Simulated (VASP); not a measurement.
# Y3Ge (I4/mmm) in VASP: single point with PBE0

Aim: the single point of Y3Ge with PBE0.

All numbers are computed with VASP 6.6.1; they aren't measurements. Logs are shortened: lines on timing, memory, paths and dates and some standing lists are left out, and cuts for length are marked.

**1. The cell of the first run**

The structure is tetragonal, space group I4/mmm (No. 139). Conventional cell: a = 4.531 Å, b = 4.531 Å, c = 10.394 Å, α = 90.00°, β = 90.00°, γ = 90.00°. Within 4.2 Å of Y (site symmetry 4/mmm) lie 4 Ge at 3.20 Å and 8 Y at 3.45 Å. Y (site symmetry -4m2) has 8 Y at 3.20 to 3.45 Å and 4 Ge at 3.45 Å within 4.2 Å. Within 4.2 Å of Ge (site symmetry 4/mmm) lie 12 Y at 3.20 to 3.45 Å.

**2. Single point, PBE0**

Input file POSCAR:

```
Y3Ge
1.0
   -2.2653940000      2.2653940000      5.1970200000
    2.2653940000     -2.2653940000      5.1970200000
    2.2653940000      2.2653940000     -5.1970200000
Y Ge
3 1
Direct
    0.5000000000      0.5000000000      0.0000000000
    0.2500000000      0.7500000000      0.5000000000
    0.7500000000      0.2500000000      0.5000000000
    0.0000000000      0.0000000000      0.0000000000
```

Input file INCAR.step1:

```
SYSTEM = Y3Ge
PREC = Accurate
ENCUT = 410
EDIFF = 1E-5
ISMEAR = -1
SIGMA = 0.05
LREAL = .False.
LASPH = .True.
NELM = 120
ALGO = Normal
ISIF = 2
LWAVE = .True.
LCHARG = .False.
NBANDS = 32
GGA = PE
GGA_COMPAT = .False.
KPAR = 4
```

Input file INCAR.step2:

```
SYSTEM = Y3Ge
PREC = Accurate
ENCUT = 410
EDIFF = 1E-6
ISMEAR = -1
SIGMA = 0.05
LREAL = .False.
LASPH = .True.
NELM = 120
ALGO = Normal
ISIF = 2
LWAVE = .False.
LCHARG = .False.
GGA = PE
LHFCALC = .True.
AEXX = 0.25
PRECFOCK = Normal
NBANDS = 32
ISTART = 1
GGA_COMPAT = .False.
KPAR = 4
```

Input file KPOINTS:

```
regular mesh
0
Gamma
  4 4 4
  0 0 0
```

Potentials or basis: VASP PAW PBE potentials, release 64 (Y_sv, Ge_d).

The run is started by

```sh
$ cat potpaw_PBE.64/Y_sv/POTCAR potpaw_PBE.64/Ge_d/POTCAR > POTCAR
$ cp INCAR.step1 INCAR
$ mpirun -np 4 vasp_std > vasp.out
$ cp INCAR.step2 INCAR
$ mpirun -np 4 vasp_std > vasp.out
```

OUTCAR:

```text
SYSTEM = Y3Ge
   PREC = Accurate
   ENCUT = 410
   EDIFF = 1E-6
   ISMEAR = -1
   LREAL = .False.
   LASPH = .True.
   NELM = 120
   ISIF = 2
   GGA = PE
   LHFCALC = .True.
   AEXX = 0.25
   PRECFOCK = Normal
   ISTART = 1

 ion  position               nearest neighbor table
   1  0.500  0.500  0.000-   4 3.20   4 3.20   4 3.20   4 3.20   2 3.45   2 3.45   3 3.45   3 3.45
                             3 3.45   2 3.45   3 3.45   2 3.45
   2  0.250  0.750  0.500-   3 3.20   3 3.20   3 3.20   3 3.20   4 3.45   4 3.45   1 3.45   1 3.45
                             4 3.45   1 3.45   4 3.45   1 3.45
   3  0.750  0.250  0.500-   2 3.20   2 3.20   2 3.20   2 3.20   1 3.45   1 3.45   4 3.45   4 3.45
                             4 3.45   1 3.45   4 3.45   1 3.45
   4  0.000  0.000  0.000-   1 3.20   1 3.20   1 3.20   1 3.20   3 3.45   3 3.45   2 3.45   2 3.45
                             3 3.45   2 3.45   3 3.45   2 3.45

  LATTYP: Found a body centered tetragonal cell.
 ALAT       =     4.5307880000
 C/A-ratio  =     2.2940910058

  Lattice vectors:

 A1 = (  -2.2653940000,   2.2653940000,   5.1970200000)
 A2 = (   2.2653940000,  -2.2653940000,   5.1970200000)
 A3 = (   2.2653940000,   2.2653940000,  -5.1970200000)

Analysis of symmetry for initial positions (statically):
=====================================================================
 Subroutine PRICEL returns:
 Original cell was already a primitive cell.

 Routine SETGRP: Setting up the symmetry group for a
 body centered tetragonal supercell.

 Subroutine GETGRP returns: Found 16 space group operations
 (whereof 16 operations were pure point group operations)
 out of a pool of 16 trial point group operations.

The static configuration has the point symmetry D_4h.

Analysis of symmetry for dynamics (positions and initial velocities):
=====================================================================
 Subroutine PRICEL returns:
 Original cell was already a primitive cell.

 Routine SETGRP: Setting up the symmetry group for a
 body centered tetragonal supercell.

 Subroutine GETGRP returns: Found 16 space group operations
 (whereof 16 operations were pure point group operations)
 out of a pool of 16 trial point group operations.

The dynamic configuration has the point symmetry D_4h.

 Subroutine INISYM returns: Found 16 space group operations
 (whereof 16 operations are pure point group operations),
 and found     1 'primitive' translations

----------------------------------------------------------------------------------------

                                     Primitive cell

  volume of cell :     106.6846

  direct lattice vectors                    reciprocal lattice vectors
    -2.265394000  2.265394000  5.197020000     0.000000000  0.220712159  0.096208981
     2.265394000 -2.265394000  5.197020000     0.220712159  0.000000000  0.096208981
     2.265394000  2.265394000 -5.197020000     0.220712159  0.220712159  0.000000000

  length of vectors
     6.105164767  6.105164767  6.105164767     0.240769651  0.240769651  0.312134128

  position of ions in fractional coordinates (direct lattice)
     0.500000000  0.500000000  0.000000000
     0.250000000  0.750000000  0.500000000
     0.750000000  0.250000000  0.500000000
     0.000000000  0.000000000  0.000000000

  ion indices of the primitive-cell ions
   primitive index   ion index
                 1           1
                 2           2
                 3           3
                 4           4

----------------------------------------------------------------------------------------

 KPOINTS: regular mesh

Automatic generation of k-mesh.
 Grid dimensions read from file:
 generate k-points for:    4    4    4

 Generating k-lattice:

  Cartesian coordinates                     Fractional coordinates (reciprocal lattice)
     0.000000000  0.055178040  0.024052245     0.250000000  0.000000000  0.000000000
     0.055178040  0.000000000  0.024052245     0.000000000  0.250000000  0.000000000
     0.055178040  0.055178040  0.000000000     0.000000000  0.000000000  0.250000000

  Length of vectors
     0.060192413  0.060192413  0.078033532

  Shift w.r.t. Gamma in fractional coordinates (k-lattice)
     0.000000000  0.000000000  0.000000000

 Subroutine IBZKPT returns following result:
 ===========================================

 Found     13 irreducible k-points:

 Following reciprocal coordinates:
            Coordinates               Weight
  0.000000  0.000000  0.000000      1.000000
  0.250000 -0.000000  0.000000      8.000000
  0.500000 -0.000000  0.000000      4.000000
  0.250000  0.250000  0.000000      8.000000
  0.500000  0.250000  0.000000     16.000000
 -0.250000  0.250000  0.000000      4.000000
  0.500000  0.500000  0.000000      2.000000
  0.250000  0.250000  0.250000      2.000000
 -0.250000  0.250000  0.250000      4.000000
  0.500000  0.500000  0.250000      4.000000
 -0.250000  0.500000  0.250000      8.000000
 -0.250000 -0.250000  0.250000      2.000000
  0.500000  0.500000  0.500000      1.000000
   k-points           NKPTS =     13   k-points in BZ     NKDIM =     64   number of bands    NBANDS=     32
   number of dos      NEDOS =    301   number of ions     NIONS =      4
   total plane-waves  NPLWV =  64000
   dimension x,y,z NGX =    40 NGY =   40 NGZ =   40
   dimension x,y,z NGXF=    80 NGYF=   80 NGZF=   80
   ions per type =               3   1
   NGX,Y,Z   is equivalent  to a cutoff of  10.89, 10.89, 10.89 a.u.
   NGXF,Y,Z  is equivalent  to a cutoff of  21.78, 21.78, 21.78 a.u.
 SYSTEM =  Y3Ge
   PREC   = accura    normal or accurate (medium, high low for compatibility)
   ISTART =      1    job   : 0-new  1-cont  2-samecut
   ICHARG =      0    charge: 1-file 2-atom 10-const
   ISPIN  =      1    spin polarized calculation?
   LNONCOLLINEAR =      F non collinear calculations
   LSORBIT =      F    spin-orbit coupling
   LASPH  =      T    aspherical Exc in radial PAW
   ENCUT  =  410.0 eV  30.13 Ry    5.49 a.u.  10.08 10.08 10.08*2*pi/ulx,y,z
   NELM   =    120;   NELMIN=  2; NELMDL=  0     # of ELM steps
   EDIFF  = 0.1E-05   stopping-criterion for ELM
   LREAL  =      F    real-space projection
   EDIFFG = 0.1E-04   stopping-criterion for IOM
   NSW    =      0    number of steps for IOM
   IBRION =     -1    ionic relax: 0-MD 1-quasi-New 2-CG
   NFREE  =      0    steps in history (QN), initial steepest desc. (CG)
   ISIF   =      2    stress and relaxation
   ISYM   =      3    0-nonsym 1-usesym 2-fastsym
   POTIM  = 0.5000    time-step for ionic-motion
   TEBEG  =    0.0;   TEEND  =   0.0 temperature during run
   PSTRESS=    0.0 pullay stress
   NELECT =      47.0000    total number of electrons
   NUPDOWN=      -1.0000    fix difference up-down
   EMIN   =  10.00;   EMAX   =-10.00  energy-range for DOS
   EFERMI =   0.00;   METHOD = LEGACY
   ISMEAR =    -1;   SIGMA  =   0.05  broadening in eV -4-tet -1-fermi 0-gaus
   EFERMI_NEDOS =   21; number of points for ismear=-14 and -15
   IALGO  =     38    algorithm
   IMIX   =      1    mixing-type and parameters
     AMIX     =   0.40;   BMIX     =  1.00
     AMIX_MAG =   1.60;   BMIX_MAG =  1.00
  volume/ion in A,a.u.               =      26.67       179.99
  Fermi-wavevector in a.u.,A,eV,Ry     =   1.245681  2.353996 21.112447  1.551721
  Thomas-Fermi vector in A             =   2.379892
   LORBIT       =      0    0 simple, 1 ext, 2 COOP (PROOUT), +10 PAW based schemes
   GGA     = PE    functional components
   LHFCALC =     T    Hartree Fock is set to
   PRECFOCK=normal    Normal, Fast or Accurate (Low or Medium for compatibility)
   ENCUT4O =  -1.0   cutoff for four orbital integrals eV
   NKREDX  =     1    reduce k-point grid by
   NKREDY  =     1    reduce k-point grid by
   NKREDZ  =     1    reduce k-point grid by
   AEXX    =    0.2500 exact exchange contribution
   HFSCREEN=    0.0000 screening length (either q_TF or 0.3 A-1)
   HFSCREENC=   0.0000 screening length for correlation (either q_TF or 0.3 A-1)
   ENCUTFOCK=  -1.0 apply spherical cutoff to Coloumb kernel
   IVDW    =     0    specifies the selected vdW correction
   LEPSILON=     F    determine dielectric tensor
   LRPA    =     F    only Hartree local field effects (RPA)
 non-spin polarized calculation
  energy-cutoff  :      410.00
  volume of cell :      106.68
 maximum number of plane-waves:      2049
  NGX = 32; NGY = 32; NGZ = 32

 number of electron      47.0000011 magnetization

 Free energy of the ion-electron system (eV)
  ---------------------------------------------------
  ext. energy  EPLUGINS =         0.00000000
  ---------------------------------------------------
  free energy    TOTEN  =       -31.34043184 eV

  energy without entropy =      -31.33582389  energy(sigma->0) =      -31.33812787

 E-fermi :   4.3938     XC(G=0):  -7.9883

 val. band max:        4.0462472167   @ k =   0.2500   0.2500   0.0000
 cond. band min:       4.3940086073   @ k =  -0.2500   0.2500   0.0000
 fundamental gap:      0.3477613906
 Fermi energy:         4.3938467083

 k-point     1 :       0.0000    0.0000    0.0000
  band No.  band energies     occupation
      1     -42.3937      2.00000
      2     -42.2088      2.00000
      3     -42.0640      2.00000
      4     -23.5241      2.00000
      5     -23.5149      2.00000
      6     -23.5149      2.00000
[... 24 lines left out ...]
     31       8.5153      0.00000
     32       8.5153      0.00000

 k-point     2 :       0.2500   -0.0000    0.0000
  band No.  band energies     occupation
      1     -42.3648      2.00000
      2     -42.2342      2.00000
      3     -42.0663      2.00000
      4     -23.5248      2.00000
      5     -23.5152      2.00000
      6     -23.5147      2.00000
[... 24 lines left out ...]
     31       8.6207      0.00000
     32       8.7302      0.00000

 k-point     3 :       0.5000   -0.0000    0.0000
  band No.  band energies     occupation
      1     -42.2993      2.00000
      2     -42.2960      2.00000
      3     -42.0689      2.00000
      4     -23.5255      2.00000
      5     -23.5154      2.00000
      6     -23.5145      2.00000
[... 24 lines left out ...]
     31       7.8424      0.00000
     32       7.8758      0.00000

 k-point     4 :       0.2500    0.2500    0.0000
  band No.  band energies     occupation
      1     -42.3425      2.00000
      2     -42.2518      2.00000
      3     -42.0694      2.00000
      4     -23.5248      2.00000
      5     -23.5150      2.00000
      6     -23.5148      2.00000
[... 24 lines left out ...]
     31       8.3685      0.00000
     32       8.8101      0.00000

 k-point     5 :       0.5000    0.2500    0.0000
  band No.  band energies     occupation
      1     -42.2969      2.00000
      2     -42.2951      2.00000
      3     -42.0699      2.00000
      4     -23.5248      2.00000
      5     -23.5155      2.00000
      6     -23.5145      2.00000
[... 199 lines left out ...]
     31       8.4539      0.00000
     32       8.8857      0.00000

 k-point    11 :      -0.2500    0.5000    0.2500
  band No.  band energies     occupation
      1     -42.3596      2.00000
      2     -42.2346      2.00000
      3     -42.0715      2.00000
      4     -23.5249      2.00000
      5     -23.5149      2.00000
      6     -23.5144      2.00000
[... 24 lines left out ...]
     31       8.6793      0.00000
     32       9.1230      0.00000

 k-point    12 :      -0.2500   -0.2500    0.2500
  band No.  band energies     occupation
      1     -42.3892      2.00000
      2     -42.2088      2.00000
      3     -42.0687      2.00000
      4     -23.5243      2.00000
      5     -23.5147      2.00000
      6     -23.5147      2.00000
[... 24 lines left out ...]
     31       8.3237      0.00000
     32       8.5714      0.00000

 k-point    13 :       0.5000    0.5000    0.5000
  band No.  band energies     occupation
      1     -42.3846      2.00000
      2     -42.2089      2.00000
      3     -42.0736      2.00000
      4     -23.5244      2.00000
      5     -23.5142      2.00000
      6     -23.5142      2.00000
[... 24 lines left out ...]
     31       9.0159      0.00000
     32       9.0159      0.00000

------------------------ aborting loop because EDIFF is reached ----------------------------------------

  FORCE on cell =-STRESS in cart. coord.  units (eV):
  Direction    XX          YY          ZZ          XY          YZ          ZX
  --------------------------------------------------------------------------------------
  -------------------------------------------------------------------------------------
  Total       -0.3932314     -0.3932314      0.0300138      0.0000000      0.0000000     -0.0000000
  in kB       -5.9055037     -5.9055037      0.4507437      0.0000000      0.0000000     -0.0000000
  external PRESSURE =      -3.7867546 kB  Pullay stress =       0.0000000 kB

 VOLUME and BASIS-vectors are now :
 -----------------------------------------------------------------------------
  energy-cutoff  :      410.00
  volume of cell :      106.68
      direct lattice vectors                 reciprocal lattice vectors
    -2.265394000  2.265394000  5.197020000     0.000000000  0.220712159  0.096208981
     2.265394000 -2.265394000  5.197020000     0.220712159  0.000000000  0.096208981
     2.265394000  2.265394000 -5.197020000     0.220712159  0.220712159  0.000000000

 POSITION                                       TOTAL-FORCE (eV/Angst)
 -----------------------------------------------------------------------------------
      0.00000      0.00000      5.19702        -0.000000     -0.000000     -0.000000
      2.26539      0.00000      2.59851         0.000000      0.000000     -0.000000
      0.00000      2.26539      2.59851         0.000000     -0.000000     -0.000000
      0.00000      0.00000      0.00000        -0.000000     -0.000000      0.000000
 -----------------------------------------------------------------------------------
    total drift:                                0.000002      0.000002     -0.000017

  FREE ENERGIE OF THE ION-ELECTRON SYSTEM (eV)
  ---------------------------------------------------
  free  energy   TOTEN  =       -31.3404318375 eV

  energy  without entropy=      -31.3358238939  energy(sigma->0) =      -31.33812787
```

Run time: 78 min. Hardware: 4 MPI ranks of AMD EPYC 7R43 (Zen 3), shared host; peak memory 0.25 GiB.

What came out:

```
Free energy            : -31.3404 eV
Pressure               : -0.4 GPa
Band gap on the k mesh : zero (an odd number of electrons rules out a gap without spin polarisation)
```

Levels at points of the mesh, in eV from the Fermi level:
| k point | band 21 | band 22 | band 23 | band 24 | band 25 | band 26 | band 27 | band 28 |
| --- | --- | --- | --- | --- | --- | --- | --- | --- |
| (0.00, 0.00, 0.00) | -2.02 | -2.02 | -1.08 | -0.76 | 0.47 | 1.25 | 1.80 | 1.80 |
| (0.50, 0.00, 0.00) | -2.41 | -1.62 | -1.55 | 0.86 | 1.45 | 2.01 | 2.17 | 2.20 |
| (0.50, 0.50, 0.00) | -2.68 | -2.18 | -2.14 | 0.48 | 0.57 | 1.31 | 1.82 | 2.58 |
| (0.50, 0.50, 0.50) | -1.29 | -1.00 | -1.00 | -0.80 | -0.80 | -0.47 | 0.55 | 2.68 |

Caveat: the k points lie up to 0.38 Å⁻¹ apart, too coarse for converged energies and pressures of a metal; the PAW data sets were made with another functional, which shifts forces and pressure a little.
